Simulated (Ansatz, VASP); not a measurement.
**One calculation of AlN, two programs**

```
Al N
1.0
     2.88841    0.00000    0.00000
    -1.44421    2.50144    0.00000
     0.00000    0.00000    4.93596
Al N
2 2
Direct
  0.00000 0.00000 0.00000
  0.00000 0.00000 0.50000
  0.33333 0.66667 0.25000
  0.66667 0.33333 0.75000
```

Alike in both runs: task single point; functional r2SCAN; k mesh 9 × 9 × 4; no spin polarisation.

|  | VASP | Ansatz |
| --- | --- | --- |
| version | VASP 6.6.1 | Ansatz 0.2.0 |
| potentials or method | VASP PAW PBE potentials, release 64 (Al, N) | plane waves, PAW |
| plane-wave cutoff (eV) | 520 | 500 |
| occupations | gaussian, width 0.01 eV | fixed |
| valence electrons in the cell | 16 | 16 |

Ansatz gave:

```
gap on the k mesh at the Fermi level (eV)                     : 5.07
pressure (GPa)                                                : -13.7
traceless stress, the component that is largest in VASP (GPa) : -1.59
```

Q: What did VASP give for the same quantities?

A: gap on the k mesh at the Fermi level (eV): 5.11; pressure (GPa): -14.4; traceless stress, the component that is largest in VASP (GPa): -1.70.

VASP's potentials were made for PBE, not for r2SCAN.
